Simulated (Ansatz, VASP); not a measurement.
Si2Ni in VASP and in Ansatz

Contents of INCAR:

```
SYSTEM = Si2Ni
PREC     = Accurate       ! precision mode
ENCUT    = 600            ! plane-wave cutoff, eV
EDIFF    = 1E-6           ! SCF threshold, eV
ISMEAR   = 0              ! smearing method
SIGMA    = 0.1            ! smearing width, eV
LREAL    = .FALSE.        ! projectors in reciprocal space
LASPH    = .TRUE.         ! aspherical terms in the spheres
NELM     = 100            ! most SCF steps
ALGO     = Normal         ! electronic algorithm
ISIF     = 3              ! what is computed and relaxed
LWAVE    = .FALSE.        ! write WAVECAR
LCHARG   = .FALSE.        ! write CHGCAR
GGA      = PS             ! functional
IBRION   = 2              ! ionic algorithm
NSW      = 70             ! ionic steps
EDIFFG   = -0.005         ! ionic threshold
```

File KPOINTS:

```
Automatic mesh
0
G
  14 14 14
  0 0 0
```

File POSCAR:

```
Si2Ni
1.0
    0.0000000000      2.7234321187      2.7234321187
    2.7234321187      0.0000000000      2.7234321187
    2.7234321187      2.7234321187      0.0000000000
Si Ni
2 1
Direct
    0.2500000000      0.2500000000      0.2500000000
    0.7500000000      0.7500000000      0.7500000000
    0.0000000000      0.0000000000      0.0000000000
```

Input for Ansatz:

```yaml
crystal:
  lattice:
    - [0.0, 2.7234321187, 2.7234321187]
    - [2.7234321187, 0.0, 2.7234321187]
    - [2.7234321187, 2.7234321187, 0.0]
  atoms:
    - { symbol: Si, position: [0.25, 0.25, 0.25] }
    - { symbol: Si, position: [0.75, 0.75, 0.75] }
    - { symbol: Ni, position: [0.0, 0.0, 0.0] }
basis:
  ecutwfc: 420
kpoints:
  mp_grid: { grid: [14, 14, 14] }
hamiltonian:
  xc: pbesol
scf:
  occupations: { method: gaussian, width: 0.1 }
output:
  forces: true
  stress: true
  eigenvalues: true
  write_density: true
  write_potential: true
  elf: true
  volumetric_format: npy
relax:
  adjacent_minimum: "off"
  f_tol: 0.005
  max_steps: 50
  cell: { stress_tol: 0.05 }
```

Alike in both runs: task relaxation of cell and atoms; functional PBEsol; k mesh 14 × 14 × 14; occupations gaussian, width 0.1 eV; no spin polarisation.

```csv
,VASP,Ansatz
version,VASP 6.6.1,Ansatz 0.2.0
potentials or method,"VASP PAW PBE potentials, release 64 (Si, Ni), cutoff 600 eV","scalar-relativistic, plane waves, PAW"
valence electrons in the cell,18,26
```

VASP gave:

```
gap on the k mesh at the Fermi level, each at its own relaxed structure (eV) : none
relaxed volume (Å³/atom)                                                     : 13.07
relaxed cell length with the largest relative difference (Å)                 : 3.813
```

Problem. Estimate Ansatz's values.

Solution. gap on the k mesh at the Fermi level, each at its own relaxed structure (eV): none; relaxed volume (Å³/atom): 13.06; relaxed cell length with the largest relative difference (Å): 3.812.

VASP's potentials were made for PBE, not for PBEsol. A gap of «none» marks a metal or a gap that the smearing closes. VASP's potentials hold 18 valence electrons a cell and Ansatz's 26, so a difference there can come from the potentials and not from the codes.
